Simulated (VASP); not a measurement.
A run of VASP 6.6.1 is set up as follows.

File INCAR:

```
SYSTEM = Te
  PREC = Accurate
  ENCUT = 520
  EDIFF = 1E-6
  ISMEAR = 0
  SIGMA = 0.1
  LREAL = .FALSE.
  LASPH = .TRUE.
  NELM = 100
  ALGO = Normal
  ISIF = 2
  LWAVE = .FALSE.
  LCHARG = .FALSE.
  GGA = PE
  NBANDS = 20
```

File KPOINTS:

```
Automatic mesh
0
G
  4 12 8
  0 0 0
```

POSCAR

```
Te
1.0
    9.1432522480      0.1740527602     -0.1259555972
    0.0595450890      2.9622184472      0.0354307464
   -0.0609222852      0.0500926471      4.3547178158
Te
4
Direct
    0.7518819156      0.4856988844      0.5144502899
    0.2418580562      0.5033056261      0.4818473704
    0.0015443863      0.4972939548      0.0075505293
    0.5047145567      0.5137015347     -0.0038481895
```

Potentials or basis: VASP PAW PBE potentials, release 64 (Te).

Command:

```sh
$ cat potpaw_PBE.64/Te/POTCAR > POTCAR
$ mpirun -np 1 vasp_std > vasp.out
```

Problem. What does it give for the largest force?

Solution. 0.507 eV/Å.

Problem. Estimate the pressure.

Solution. 7.5 GPa.

Problem. What does it give for the band gap on the k mesh?

Solution. Zero (bands 12 and 13 overlap by 3.93 eV).

Stress tensor (GPa, compression positive):
```
 5.16  0.20  1.37
 0.20 12.59  0.22
 1.37  0.22  4.88
```

Caveat: the cell differs from its parent crystal (atoms moved at random and the cell strained at random); the stress differs along the axes, from 5 to 13 GPa; spin-orbit coupling is left out, which moves the levels of the heavy elements.
